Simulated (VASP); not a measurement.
# Ca8C in VASP: single point with PBE

Aim: the single point of Ca8C with PBE.

Program: VASP 6.6.1. These are calculated values, not measurements. Logs are shortened: lines on timing, memory, paths and dates and some standing lists are left out, and cuts for length are marked.

### Step 1. The cell of the first run

The cell holds a slab with vacuum, 9 atoms: a = 7.813 Å, b = 7.813 Å, c = 18.498 Å, α = 90.00°, β = 90.00°, γ = 120.00°.

### Step 2. Single point, PBE

Input file INCAR:

```
SYSTEM = Ca8C
  PREC = Accurate
  ENCUT = 520
  EDIFF = 1E-7
  ISMEAR = 0
  SIGMA = 0.1
  LREAL = .FALSE.
  LASPH = .TRUE.
  NELM = 100
  ALGO = Normal
  ISIF = 2
  LWAVE = .FALSE.
  LCHARG = .FALSE.
  LDIPOL = .TRUE.
  IDIPOL = 3
  DIPOL = 0.5 0.5 0.313
  GGA = PE
  NBANDS = 52
```

Input file KPOINTS:

```
Automatic mesh
0
G
  6 6 1
  0 0 0
```

Input file POSCAR:

```
Ca8C
1.0
    7.8132359333      0.0000000000      0.0000000000
   -3.9066179666      6.7664608040      0.0000000000
    0.0000000000      0.0000000000     18.4977493743
Ca C
8 1
Direct
    0.3333333333      0.1666666667      0.2162425233
    0.3333333333      0.6666666667      0.2162425233
    0.8333333333      0.1666666667      0.2162425233
    0.8333333333      0.6666666667      0.2162425233
    0.1666666667      0.3333333333      0.3783027455
    0.1666666667      0.8333333333      0.3783027455
    0.6666666667      0.3333333333      0.3783027455
    0.6666666667      0.8333333333      0.3783027455
    0.2500000000      0.6666666667      0.4362485862
```

Potentials or basis: VASP PAW PBE potentials, release 64 (Ca_sv, C).

Command:

```
$ cat potpaw_PBE.64/Ca_sv/POTCAR potpaw_PBE.64/C/POTCAR > POTCAR
$ mpirun -np 1 vasp_std > vasp.out
```

OUTCAR:

```text
SYSTEM = Ca8C
   PREC = Accurate
   ENCUT = 520
   EDIFF = 1E-7
   ISMEAR = 0
   LREAL = .FALSE.
   LASPH = .TRUE.
   NELM = 100
   ISIF = 2
   GGA = PE

 ion  position               nearest neighbor table
   1  0.333  0.167  0.216-
   2  0.333  0.667  0.216-
   3  0.833  0.167  0.216-
   4  0.833  0.667  0.216-
   5  0.167  0.333  0.378-   9 2.58
   6  0.167  0.833  0.378-   9 2.03
   7  0.667  0.333  0.378-
   8  0.667  0.833  0.378-
   9  0.250  0.667  0.436-   6 2.03   5 2.58

  LATTYP: Found a hexagonal cell.
 ALAT       =     7.8132359333
 C/A-ratio  =     2.3674889037

  Lattice vectors:

 A1 = (   7.8132359333,   0.0000000000,   0.0000000000)
 A2 = (  -3.9066179666,   6.7664608040,   0.0000000000)
 A3 = (   0.0000000000,   0.0000000000,  18.4977493743)

Analysis of symmetry for initial positions (statically):
=====================================================================
 Subroutine PRICEL returns:
 Original cell was already a primitive cell.

 Routine SETGRP: Setting up the symmetry group for a
 hexagonal supercell.

 Subroutine GETGRP returns: Found  1 space group operations
 (whereof  1 operations were pure point group operations)
 out of a pool of 24 trial point group operations.

The static configuration has the point symmetry C_1 .

Analysis of symmetry for dynamics (positions and initial velocities):
=====================================================================
 Subroutine PRICEL returns:
 Original cell was already a primitive cell.

 Routine SETGRP: Setting up the symmetry group for a
 hexagonal supercell.

 Subroutine GETGRP returns: Found  1 space group operations
 (whereof  1 operations were pure point group operations)
 out of a pool of 24 trial point group operations.

The dynamic configuration has the point symmetry C_1 .

 Subroutine INISYM returns: Found  1 space group operations
 (whereof  1 operations are pure point group operations),
 and found     1 'primitive' translations

----------------------------------------------------------------------------------------

                                     Primitive cell

  volume of cell :     977.9382

  direct lattice vectors                    reciprocal lattice vectors
     7.813235933  0.000000000  0.000000000     0.127987944  0.073893874  0.000000000
    -3.906617967  6.766460804  0.000000000     0.000000000  0.147787747  0.000000000
     0.000000000  0.000000000 18.497749374     0.000000000  0.000000000  0.054060631

  length of vectors
     7.813235933  7.813235933 18.497749374     0.147787747  0.147787747  0.054060631

  position of ions in fractional coordinates (direct lattice)
     0.333333333  0.166666667  0.216242523
     0.333333333  0.666666667  0.216242523
     0.833333333  0.166666667  0.216242523
     0.833333333  0.666666667  0.216242523
     0.166666667  0.333333333  0.378302746
     0.166666667  0.833333333  0.378302746
     0.666666667  0.333333333  0.378302746
     0.666666667  0.833333333  0.378302746
     0.250000000  0.666666667  0.436248586

  ion indices of the primitive-cell ions
   primitive index   ion index
                 1           1
                 2           2
                 3           3
                 4           4
                 5           5
                 6           6
                 7           7
                 8           8
                 9           9

----------------------------------------------------------------------------------------

 KPOINTS: Automatic mesh

Automatic generation of k-mesh.
 Grid dimensions read from file:
 generate k-points for:    6    6    1

 Generating k-lattice:

  Cartesian coordinates                     Fractional coordinates (reciprocal lattice)
     0.021331324  0.012315646  0.000000000     0.166666667  0.000000000  0.000000000
     0.000000000  0.024631291  0.000000000     0.000000000  0.166666667  0.000000000
     0.000000000  0.000000000  0.054060631     0.000000000  0.000000000  1.000000000

  Length of vectors
     0.024631291  0.024631291  0.054060631

  Shift w.r.t. Gamma in fractional coordinates (k-lattice)
     0.000000000  0.000000000  0.000000000

 Subroutine IBZKPT returns following result:
 ===========================================

 Found     20 irreducible k-points:

 Following reciprocal coordinates:
            Coordinates               Weight
  0.000000  0.000000  0.000000      1.000000
  0.166667  0.000000  0.000000      2.000000
  0.000000  0.166667  0.000000      2.000000
 -0.166667  0.166667  0.000000      2.000000
  0.333333  0.000000  0.000000      2.000000
  0.000000  0.333333  0.000000      2.000000
[... 12 lines left out ...]
  0.500000 -0.166667  0.000000      2.000000
  0.333333  0.333333  0.000000      2.000000
   k-points           NKPTS =     20   k-points in BZ     NKDIM =     20   number of bands    NBANDS=     52
   number of dos      NEDOS =    301   number of ions     NIONS =      9
   total plane-waves  NPLWV = 504000
   dimension x,y,z NGX =    60 NGY =   60 NGZ =  140
   dimension x,y,z NGXF=   120 NGYF=  120 NGZF=  280
   ions per type =               8   1
   NGX,Y,Z   is equivalent  to a cutoff of  12.77, 12.77, 12.58 a.u.
   NGXF,Y,Z  is equivalent  to a cutoff of  25.53, 25.53, 25.16 a.u.
 SYSTEM =  Ca8C
   PREC   = accura    normal or accurate (medium, high low for compatibility)
   ISTART =      0    job   : 0-new  1-cont  2-samecut
   ICHARG =      2    charge: 1-file 2-atom 10-const
   ISPIN  =      1    spin polarized calculation?
   LNONCOLLINEAR =      F non collinear calculations
   LSORBIT =      F    spin-orbit coupling
   LASPH  =      T    aspherical Exc in radial PAW
   ENCUT  =  520.0 eV  38.22 Ry    6.18 a.u.  14.53 14.53 34.39*2*pi/ulx,y,z
   NELM   =    100;   NELMIN=  2; NELMDL= -5     # of ELM steps
   EDIFF  = 0.1E-06   stopping-criterion for ELM
   LREAL  =      F    real-space projection
   EDIFFG = 0.1E-05   stopping-criterion for IOM
   NSW    =      0    number of steps for IOM
   IBRION =     -1    ionic relax: 0-MD 1-quasi-New 2-CG
   NFREE  =      0    steps in history (QN), initial steepest desc. (CG)
   ISIF   =      2    stress and relaxation
   ISYM   =      2    0-nonsym 1-usesym 2-fastsym
   POTIM  = 0.5000    time-step for ionic-motion
   TEBEG  =    0.0;   TEEND  =   0.0 temperature during run
   PSTRESS=    0.0 pullay stress
   NELECT =      84.0000    total number of electrons
   NUPDOWN=      -1.0000    fix difference up-down
   EMIN   =  10.00;   EMAX   =-10.00  energy-range for DOS
   EFERMI =   0.00;   METHOD = LEGACY
   ISMEAR =     0;   SIGMA  =   0.10  broadening in eV -4-tet -1-fermi 0-gaus
   EFERMI_NEDOS =   21; number of points for ismear=-14 and -15
   IALGO  =     38    algorithm
   IMIX   =      4    mixing-type and parameters
     AMIX     =   0.40;   BMIX     =  1.00
     AMIX_MAG =   1.60;   BMIX_MAG =  1.00
  volume/ion in A,a.u.               =     108.66       733.27
  Fermi-wavevector in a.u.,A,eV,Ry     =   0.722322  1.364990  7.098825  0.521749
  Thomas-Fermi vector in A             =   1.812255
   LORBIT       =      0    0 simple, 1 ext, 2 COOP (PROOUT), +10 PAW based schemes
   GGA     = PE    functional components
   LHFCALC =     F    Hartree Fock is set to
   AEXX    =    0.0000 exact exchange contribution
   IVDW    =     0    specifies the selected vdW correction
   LEPSILON=     F    determine dielectric tensor
   LRPA    =     F    only Hartree local field effects (RPA)
 non-spin polarized calculation
 Gauss-broadening in eV      SIGMA  =   0.10
  energy-cutoff  :      520.00
  volume of cell :      977.94
 maximum number of plane-waves:     26463
 NGX is ok and might be reduce to    60
   NGX = 29   NGY = 29   NGZ = 69

 dipolmoment           0.000000      0.000000     -0.074512 electrons x Angstroem

 number of electron      83.9999987 magnetization

 dipolmoment           0.000000      0.000000      0.262609 electrons x Angstroem

 Free energy of the ion-electron system (eV)
  ---------------------------------------------------
  ext. energy  EPLUGINS =         0.00000000
  ---------------------------------------------------
  free energy    TOTEN  =       -17.92282844 eV

  energy without entropy =      -17.86530120  energy(sigma->0) =      -17.89406482

 E-fermi :  -1.3199     XC(G=0):  -3.5164

 val. band max:       -1.3423566555   @ k =   0.0000   0.3333   0.0000
 cond. band min:      -1.3070782107   @ k =  -0.1667   0.1667   0.0000
 fundamental gap:      0.0352784448
 Fermi energy:        -1.3198600121

 k-point     1 :       0.0000    0.0000    0.0000
  band No.  band energies     occupation
      1     -43.8607      2.00000
      2     -43.7439      2.00000
      3     -43.6641      2.00000
      4     -43.6488      2.00000
      5     -43.6399      2.00000
      6     -43.4110      2.00000
[... 44 lines left out ...]
     51      -0.4607      0.00000
     52      -0.1716      0.00000

 k-point     2 :       0.1667    0.0000    0.0000
  band No.  band energies     occupation
      1     -43.8607      2.00000
      2     -43.7439      2.00000
      3     -43.6641      2.00000
      4     -43.6488      2.00000
      5     -43.6400      2.00000
      6     -43.4110      2.00000
[... 44 lines left out ...]
     51      -0.4291      0.00000
     52      -0.1701      0.00000

 k-point     3 :       0.0000    0.1667    0.0000
  band No.  band energies     occupation
      1     -43.8607      2.00000
      2     -43.7439      2.00000
      3     -43.6640      2.00000
      4     -43.6490      2.00000
      5     -43.6399      2.00000
      6     -43.4110      2.00000
[... 44 lines left out ...]
     51      -0.4374      0.00000
     52      -0.1844      0.00000
[... 826 lines left out ...]
 k-point    19 :       0.5000   -0.1667    0.0000
  band No.  band energies     occupation
      1     -43.8607      2.00000
      2     -43.7438      2.00000
      3     -43.6639      2.00000
      4     -43.6487      2.00000
      5     -43.6404      2.00000
      6     -43.4110      2.00000
[... 44 lines left out ...]
     51      -0.2987      0.00000
     52      -0.2139      0.00000

 k-point    20 :       0.3333    0.3333    0.0000
  band No.  band energies     occupation
      1     -43.8607      2.00000
      2     -43.7438      2.00000
      3     -43.6638      2.00000
      4     -43.6489      2.00000
      5     -43.6403      2.00000
      6     -43.4110      2.00000
[... 44 lines left out ...]
     51      -0.2635      0.00000
     52      -0.2174      0.00000

------------------------ aborting loop because EDIFF is reached ----------------------------------------

 vacuum level on the upper side and lower side of the slab       (xc-potential included)         0.299        -0.609

  FORCE on cell =-STRESS in cart. coord.  units (eV):
  Direction    XX          YY          ZZ          XY          YZ          ZX
  --------------------------------------------------------------------------------------
  -------------------------------------------------------------------------------------
  Total        0.4235991      0.1486346      0.9634219     -2.9276066     -1.9386346      2.8103845
  in kB        0.6939915      0.2435113      1.5783950     -4.7963614     -3.1761070      4.6043139
  external PRESSURE =       0.8386326 kB  Pullay stress =       0.0000000 kB

 VOLUME and BASIS-vectors are now :
 -----------------------------------------------------------------------------
  energy-cutoff  :      520.00
  volume of cell :      977.94
      direct lattice vectors                 reciprocal lattice vectors
     7.813235933  0.000000000  0.000000000     0.127987944  0.073893874  0.000000000
    -3.906617967  6.766460804  0.000000000     0.000000000  0.147787747  0.000000000
     0.000000000  0.000000000 18.497749374     0.000000000  0.000000000  0.054060631

 POSITION                                       TOTAL-FORCE (eV/Angst)
 -----------------------------------------------------------------------------------
      1.95331      1.12774      4.00000         0.015753      0.001083     -0.108746
     -0.00000      4.51097      4.00000        -0.001574      0.001675      0.055731
      5.85993      1.12774      4.00000        -0.035668     -0.011594     -0.140870
      3.90662      4.51097      4.00000        -0.029833     -0.003314     -0.140606
      0.00000      2.25549      6.99775        -0.309355      1.042512      0.578290
     -1.95331      5.63872      6.99775        -1.324253      1.188986     -0.972425
      3.90662      2.25549      6.99775         0.337467      0.100083      0.202573
      1.95331      5.63872      6.99775        -1.130672     -0.477052      0.504799
     -0.65110      4.51097      8.06962         2.478134     -1.842379      0.021253
 -----------------------------------------------------------------------------------
    total drift:                               -0.000064      0.000024     -0.000786

  FREE ENERGIE OF THE ION-ELECTRON SYSTEM (eV)
  ---------------------------------------------------
  free  energy   TOTEN  =       -17.9228284422 eV

  energy  without entropy=      -17.8653012024  energy(sigma->0) =      -17.89406482

 vacuum level on the upper side and lower side of the slab         2.260         1.322
```

It took 25 min on 1 thread of AMD EPYC 9R45 (Zen 5), shared host; peak memory 1.4 GiB.

What came out:

- Free energy: -17.9228 eV
- Largest force: 3.088 eV/Å
- Band gap on the k mesh: zero (band 42 reaches -1.31 eV, above the bottom of band 43 at -1.38 eV)

Forces on the atoms (eV/Å):
```
Ca   0.016  0.001 -0.109
Ca  -0.002  0.002  0.056
Ca  -0.036 -0.012 -0.141
Ca  -0.030 -0.003 -0.141
Ca  -0.309  1.043  0.578
Ca  -1.324  1.189 -0.972
Ca   0.337  0.100  0.203
Ca  -1.131 -0.477  0.505
C    2.478 -1.842  0.021
```

Levels at points of the mesh, in eV from the Fermi level:
```csv
k point,band 38,band 39,band 40,band 41,band 42,band 43,band 44,band 45,band 46,band 47
"(0.00, 0.00, 0.00)",-0.74,-0.69,-0.64,-0.52,-0.24,-0.06,0.04,0.32,0.39,0.41
"(0.50, 0.00, 0.00)",-1.17,-0.80,-0.38,-0.30,-0.09,0.30,0.38,0.41,0.47,0.54
"(0.00, 0.50, 0.00)",-1.18,-0.78,-0.43,-0.24,-0.08,0.30,0.37,0.44,0.49,0.53
"(0.50, 0.50, 0.00)",-1.18,-0.75,-0.54,-0.29,0.01,0.31,0.36,0.44,0.47,0.53
```
